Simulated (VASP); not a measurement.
# CoPdO2 (R-3m) in VASP: single point with PBE

Aim: the single point of CoPdO2 with PBE.

All numbers are computed with VASP 6.6.1; they aren't measurements. Logs are shortened: lines on timing, memory, paths and dates and some standing lists are left out, and cuts for length are marked.

**1. The cell of the first run**

The structure is trigonal, space group R-3m (No. 166). The conventional cell has a = 2.868 Å, b = 2.868 Å, c = 17.853 Å, α = 90.00°, β = 90.00°, γ = 120.00°. Within 2.5 Å of Co (site symmetry -3m) lie 6 O at 1.91 Å. Within 2.7 Å of Pd (site symmetry -3m) lie 2 O at 2.02 Å. O (site symmetry 3m) has 3 Co at 1.91 Å and 1 Pd at 2.02 Å and 3 O at 2.54 Å within 2.6 Å.

**2. Single point, PBE**

INCAR

```
PREC = Accurate
ENCUT = 520
EDIFF = 1E-7
ISMEAR = 0
SIGMA = 0.1
LREAL = False
LASPH = True
NELM = 80
ALGO = Normal
ISIF = 2
LWAVE = False
LCHARG = True
GGA = PE
LELF = True
LVHAR = True
NBANDS = 24
```

KPOINTS

```
Automatic mesh
0
Gamma
  18 18 18
```

POSCAR

```
CoPdO2
1.0
    1.4341927325      0.8280315602      5.9510278841
   -1.4341927325      0.8280315602      5.9510278841
    0.0000000000     -1.6560631203      5.9510278841
Co Pd O
1 1 2
Direct
    0.5000000000      0.5000000000      0.5000000000
    0.0000000000      0.0000000000      0.0000000000
    0.1128973165      0.1128973165      0.1128973165
    0.8871026835      0.8871026835      0.8871026835
```

Potentials or basis: VASP PAW PBE potentials, release 64 (Co, Pd, O).

The run is started by

```sh
cat potpaw_PBE.64/Co/POTCAR potpaw_PBE.64/Pd/POTCAR potpaw_PBE.64/O/POTCAR > POTCAR
mpirun -np 1 vasp_std > vasp.out
```

OUTCAR:

```text
PREC = Accurate
   ENCUT = 520
   EDIFF = 1E-7
   ISMEAR = 0
   LREAL = False
   LASPH = True
   NELM = 80
   ISIF = 2
   GGA = PE

 ion  position               nearest neighbor table
   1  0.500  0.500  0.500-   3 1.91   4 1.91   3 1.91   3 1.91   4 1.91   4 1.91
   2  0.000  0.000  0.000-   3 2.02   4 2.02
   3  0.113  0.113  0.113-   1 1.91   1 1.91   1 1.91   2 2.02
   4  0.887  0.887  0.887-   1 1.91   1 1.91   1 1.91   2 2.02

  LATTYP: Found a trigonal (rhomboedric) cell.
 ALAT       =     6.1771577555
 COS(alpha) =     0.8921878653

  Lattice vectors:

 A1 = (   1.4341927325,   0.8280315602,   5.9510278841)
 A2 = (  -1.4341927325,   0.8280315602,   5.9510278841)
 A3 = (   0.0000000000,  -1.6560631203,   5.9510278841)

Analysis of symmetry for initial positions (statically):
=====================================================================
 Subroutine PRICEL returns:
 Original cell was already a primitive cell.

 Routine SETGRP: Setting up the symmetry group for a
 trigonal (rhombohedral) supercell.

 Subroutine GETGRP returns: Found 12 space group operations
 (whereof 12 operations were pure point group operations)
 out of a pool of 12 trial point group operations.

The static configuration has the point symmetry D_3d.

Analysis of symmetry for dynamics (positions and initial velocities):
=====================================================================
 Subroutine PRICEL returns:
 Original cell was already a primitive cell.

 Routine SETGRP: Setting up the symmetry group for a
 trigonal (rhombohedral) supercell.

 Subroutine GETGRP returns: Found 12 space group operations
 (whereof 12 operations were pure point group operations)
 out of a pool of 12 trial point group operations.

The dynamic configuration has the point symmetry D_3d.

 Subroutine INISYM returns: Found 12 space group operations
 (whereof 12 operations are pure point group operations),
 and found     1 'primitive' translations

----------------------------------------------------------------------------------------

                                     Primitive cell

  volume of cell :      42.4031

  direct lattice vectors                    reciprocal lattice vectors
     1.434192732  0.828031560  5.951027884     0.348628179  0.201280573  0.056012733
    -1.434192732  0.828031560  5.951027884    -0.348628179  0.201280573  0.056012733
     0.000000000 -1.656063120  5.951027884     0.000000000 -0.402561145  0.056012733

  length of vectors
     6.177157755  6.177157755  6.177157755     0.406439297  0.406439297  0.406439297

  position of ions in fractional coordinates (direct lattice)
     0.500000000  0.500000000  0.500000000
     0.000000000  0.000000000  0.000000000
     0.112897317  0.112897317  0.112897317
     0.887102683  0.887102683  0.887102683

  ion indices of the primitive-cell ions
   primitive index   ion index
                 1           1
                 2           2
                 3           3
                 4           4

----------------------------------------------------------------------------------------

 KPOINTS: Automatic mesh

Automatic generation of k-mesh.
 Grid dimensions read from file:
 generate k-points for:   18   18   18

 Generating k-lattice:

  Cartesian coordinates                     Fractional coordinates (reciprocal lattice)
     0.019368232  0.011182254  0.003111818     0.055555556  0.000000000  0.000000000
    -0.019368232  0.011182254  0.003111818     0.000000000  0.055555556  0.000000000
     0.000000000 -0.022364508  0.003111818    -0.000000000 -0.000000000  0.055555556

  Length of vectors
     0.022579961  0.022579961  0.022579961

  Shift w.r.t. Gamma in fractional coordinates (k-lattice)
     0.000000000  0.000000000  0.000000000

 Subroutine IBZKPT returns following result:
 ===========================================

 Found    580 irreducible k-points:

 Following reciprocal coordinates:
            Coordinates               Weight
  0.000000  0.000000  0.000000      1.000000
  0.055556 -0.000000 -0.000000      6.000000
  0.111111 -0.000000 -0.000000      6.000000
  0.166667  0.000000 -0.000000      6.000000
  0.222222  0.000000 -0.000000      6.000000
  0.277778  0.000000 -0.000000      6.000000
[... 16 lines left out ...]
 -0.277778  0.055556  0.000000     12.000000
 -0.222222  0.055556  0.000000     12.000000
 [... further k-points ...]
   k-points           NKPTS =    580   k-points in BZ     NKDIM =    580   number of bands    NBANDS=     24
   number of dos      NEDOS =    301   number of ions     NIONS =      4
   total plane-waves  NPLWV = 110592
   dimension x,y,z NGX =    48 NGY =   48 NGZ =   48
   dimension x,y,z NGXF=    96 NGYF=   96 NGZF=   96
   ions per type =               1   1   2
   NGX,Y,Z   is equivalent  to a cutoff of  12.92, 12.92, 12.92 a.u.
   NGXF,Y,Z  is equivalent  to a cutoff of  25.84, 25.84, 25.84 a.u.
 SYSTEM =  unknown system
   PREC   = accura    normal or accurate (medium, high low for compatibility)
   ISTART =      0    job   : 0-new  1-cont  2-samecut
   ICHARG =      2    charge: 1-file 2-atom 10-const
   ISPIN  =      1    spin polarized calculation?
   LNONCOLLINEAR =      F non collinear calculations
   LSORBIT =      F    spin-orbit coupling
   LASPH  =      T    aspherical Exc in radial PAW
   ENCUT  =  520.0 eV  38.22 Ry    6.18 a.u.  11.49 11.49 11.49*2*pi/ulx,y,z
   NELM   =     80;   NELMIN=  2; NELMDL= -5     # of ELM steps
   EDIFF  = 0.1E-06   stopping-criterion for ELM
   LREAL  =      F    real-space projection
   EDIFFG = 0.1E-05   stopping-criterion for IOM
   NSW    =      0    number of steps for IOM
   IBRION =     -1    ionic relax: 0-MD 1-quasi-New 2-CG
   NFREE  =      0    steps in history (QN), initial steepest desc. (CG)
   ISIF   =      2    stress and relaxation
   ISYM   =      2    0-nonsym 1-usesym 2-fastsym
   POTIM  = 0.5000    time-step for ionic-motion
   TEBEG  =    0.0;   TEEND  =   0.0 temperature during run
   PSTRESS=    0.0 pullay stress
   NELECT =      31.0000    total number of electrons
   NUPDOWN=      -1.0000    fix difference up-down
   EMIN   =  10.00;   EMAX   =-10.00  energy-range for DOS
   EFERMI =   0.00;   METHOD = LEGACY
   ISMEAR =     0;   SIGMA  =   0.10  broadening in eV -4-tet -1-fermi 0-gaus
   EFERMI_NEDOS =   21; number of points for ismear=-14 and -15
   IALGO  =     38    algorithm
   IMIX   =      4    mixing-type and parameters
     AMIX     =   0.40;   BMIX     =  1.00
     AMIX_MAG =   1.60;   BMIX_MAG =  1.00
  volume/ion in A,a.u.               =      10.60        71.54
  Fermi-wavevector in a.u.,A,eV,Ry     =   1.474788  2.786945 29.592656  2.174999
  Thomas-Fermi vector in A             =   2.589516
   LORBIT       =      0    0 simple, 1 ext, 2 COOP (PROOUT), +10 PAW based schemes
   GGA     = PE    functional components
   LHFCALC =     F    Hartree Fock is set to
   AEXX    =    0.0000 exact exchange contribution
   IVDW    =     0    specifies the selected vdW correction
   LEPSILON=     F    determine dielectric tensor
   LRPA    =     F    only Hartree local field effects (RPA)
 non-spin polarized calculation
 Gauss-broadening in eV      SIGMA  =   0.10
  energy-cutoff  :      520.00
  volume of cell :       42.40
 maximum number of plane-waves:      1169
 NGX is ok and might be reduce to    48
   NGX = 23   NGY = 23   NGZ = 23

 number of electron      31.0000001 magnetization

 Free energy of the ion-electron system (eV)
  ---------------------------------------------------
  ext. energy  EPLUGINS =         0.00000000
  ---------------------------------------------------
  free energy    TOTEN  =       -25.60255656 eV

  energy without entropy =      -25.59804923  energy(sigma->0) =      -25.60030289

 E-fermi :   7.4005     XC(G=0): -12.2935

 val. band max:        7.3900265513   @ k =   0.4444   0.0556   0.0556
 cond. band min:       7.4014157286   @ k =   0.5000   0.1111   0.1111
 fundamental gap:      0.0113891774
 Fermi energy:         7.4004721213

 k-point     1 :       0.0000    0.0000    0.0000
  band No.  band energies     occupation
      1     -13.3410      2.00000
      2     -11.4936      2.00000
      3      -0.8817      2.00000
      4       1.4653      2.00000
      5       1.4653      2.00000
      6       2.5561      2.00000
[... 16 lines left out ...]
     23      24.6775      0.00000
     24      25.0632      0.00000

 k-point     2 :       0.0556   -0.0000   -0.0000
  band No.  band energies     occupation
      1     -13.3066      2.00000
      2     -11.4919      2.00000
      3      -0.8428      2.00000
      4       1.3769      2.00000
      5       1.4838      2.00000
      6       2.6173      2.00000
[... 16 lines left out ...]
     23      24.5538      0.00000
     24      24.6725      0.00000

 k-point     3 :       0.1111   -0.0000   -0.0000
  band No.  band energies     occupation
      1     -13.2063      2.00000
      2     -11.4873      2.00000
      3      -0.7302      2.00000
      4       1.1645      2.00000
      5       1.5376      2.00000
      6       2.7645      2.00000
[... 16 lines left out ...]
     23      23.7589      0.00000
     24      24.1008      0.00000
[... 514 lines left out ...]
 k-point    23 :      -0.2778    0.0556    0.0000
  band No.  band energies     occupation
      1     -12.4767      2.00000
      2     -11.4810      2.00000
      3      -0.0509      2.00000
      4       0.4177      2.00000
      5       1.6440      2.00000
      6       1.9158      2.00000
[... 16 lines left out ...]
     23      21.0016      0.00000
     24      22.6464      0.00000

 k-point    24 :      -0.2222    0.0556    0.0000
  band No.  band energies     occupation
      1     -12.7137      2.00000
      2     -11.4720      2.00000
      3      -0.2432      2.00000
      4       0.5878      2.00000
      5       1.7330      2.00000
      6       2.1571      2.00000
[... 16 lines left out ...]
     23      21.5428      0.00000
     24      21.9960      0.00000

 [... further k-points ...]

------------------------ aborting loop because EDIFF is reached ----------------------------------------

  FORCE on cell =-STRESS in cart. coord.  units (eV):
  Direction    XX          YY          ZZ          XY          YZ          ZX
  --------------------------------------------------------------------------------------
  -------------------------------------------------------------------------------------
  Total       -0.2739509     -0.2739509     -0.3070842      0.0000000     -0.0000000      0.0000000
  in kB      -10.3510783    -10.3510783    -11.6030038      0.0000000     -0.0000000      0.0000000
  external PRESSURE =     -10.7683868 kB  Pullay stress =       0.0000000 kB

 VOLUME and BASIS-vectors are now :
 -----------------------------------------------------------------------------
  energy-cutoff  :      520.00
  volume of cell :       42.40
      direct lattice vectors                 reciprocal lattice vectors
     1.434192732  0.828031560  5.951027884     0.348628179  0.201280573  0.056012733
    -1.434192732  0.828031560  5.951027884    -0.348628179  0.201280573  0.056012733
     0.000000000 -1.656063120  5.951027884     0.000000000 -0.402561145  0.056012733

 POSITION                                       TOTAL-FORCE (eV/Angst)
 -----------------------------------------------------------------------------------
      0.00000      0.00000      8.92654         0.000000     -0.000000      0.000000
      0.00000      0.00000      0.00000         0.000000     -0.000000      0.000000
      0.00000      0.00000      2.01557         0.000000     -0.000000     -0.046567
      0.00000      0.00000     15.83752         0.000000      0.000000      0.046567
 -----------------------------------------------------------------------------------
    total drift:                               -0.000000     -0.000000      0.000000

  FREE ENERGIE OF THE ION-ELECTRON SYSTEM (eV)
  ---------------------------------------------------
  free  energy   TOTEN  =       -25.6025565560 eV

  energy  without entropy=      -25.5980492317  energy(sigma->0) =      -25.60030289
```

Run time: 44 min. Hardware: 1 thread of Intel Xeon Platinum 8488C (Sapphire Rapids), shared host; peak memory 0.81 GiB.

What came out:

* Free energy: -25.6026 eV
* Pressure: -1.1 GPa
* Largest force: 0.047 eV/Å
* Band gap on the k mesh: zero (an odd number of electrons rules out a gap without spin polarisation)

Forces in eV/Å, atoms in the order of the input:
```
Co   0.000  0.000  0.000
Pd   0.000  0.000  0.000
O    0.000  0.000 -0.047
O    0.000  0.000  0.047
```

Stress tensor (GPa, compression positive):
```
-1.04  0.00  0.00
 0.00 -1.04  0.00
 0.00  0.00 -1.16
```

Levels at points of the mesh, in eV from the Fermi level:
```csv
k point,band 13,band 14,band 15,band 16,band 17,band 18,band 19,band 20
"(0.00, 0.00, 0.00)",-1.63,-1.39,-1.39,-0.92,2.07,2.07,2.85,6.44
"(0.50, 0.00, 0.00)",-1.00,-0.74,-0.32,0.79,1.27,1.66,3.55,8.18
"(0.50, 0.50, 0.00)",-0.99,-0.81,-0.32,0.15,1.95,2.01,3.57,8.88
"(0.50, 0.50, 0.50)",-1.53,-0.73,-0.73,-0.47,1.79,1.79,4.05,5.27
```

Caveat: an odd number of electrons without spin polarisation forces a metal; a magnetic or distorted state may lie lower; the run has no spin polarisation, though such a crystal can be magnetic; semilocal functionals often make such compounds metallic where correlation or magnetic order opens a gap, which also shifts bond lengths.
